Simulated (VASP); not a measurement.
Here is a VASP 6.6.1 calculation.

Contents of INCAR:

```
  ALGO = Normal
  EDIFF = 1E-6
  ENCUT = 520
  GGA = PE
  ISIF = 2
  ISMEAR = -1
  LASPH = T
  LCHARG = T
  LELF = T
  LREAL = F
  LVHAR = T
  LWAVE = F
  NBANDS = 15
  NELM = 80
  PREC = Accurate
  SIGMA = 0.03
```

File KPOINTS:

```
k-points
0
Gamma
  9 9 8
```

File POSCAR:

```
TaN
1.0
    2.9380000000      0.0000000000      0.0000000000
   -1.4690000000      2.5443826363      0.0000000000
    0.0000000000      0.0000000000      2.8830000000
Ta N
1 1
Direct
    0.3233333333      0.6466666667      0.4850000000
    0.0100000000      0.0200000000      0.0150000000
```

Potentials or basis: VASP PAW PBE potentials, release 64 (Ta_pv, N).

Run with:

```bash
$ cat potpaw_PBE.64/Ta_pv/POTCAR potpaw_PBE.64/N/POTCAR > POTCAR
$ mpirun -np 1 vasp_std > vasp.out
```

Problem. What does it give for the band gap on the k mesh?

Solution. Zero (band 8 reaches 8.26 eV, above the bottom of band 9 at 8.20 eV).

Problem. What does it give for the pressure?

Solution. 8.5 GPa.

Forces in eV/Å, atoms in the order of the input:
```
Ta   0.000  1.448  1.315
N    0.000 -1.448 -1.315
```

Caveat: the cell differs from its parent crystal (shortest bond scaled by 0.94); spin-orbit coupling is left out, which moves the levels of the heavy elements; forces of over 1 eV/Å act on the atoms, so gaps and moduli don't describe the material at rest.
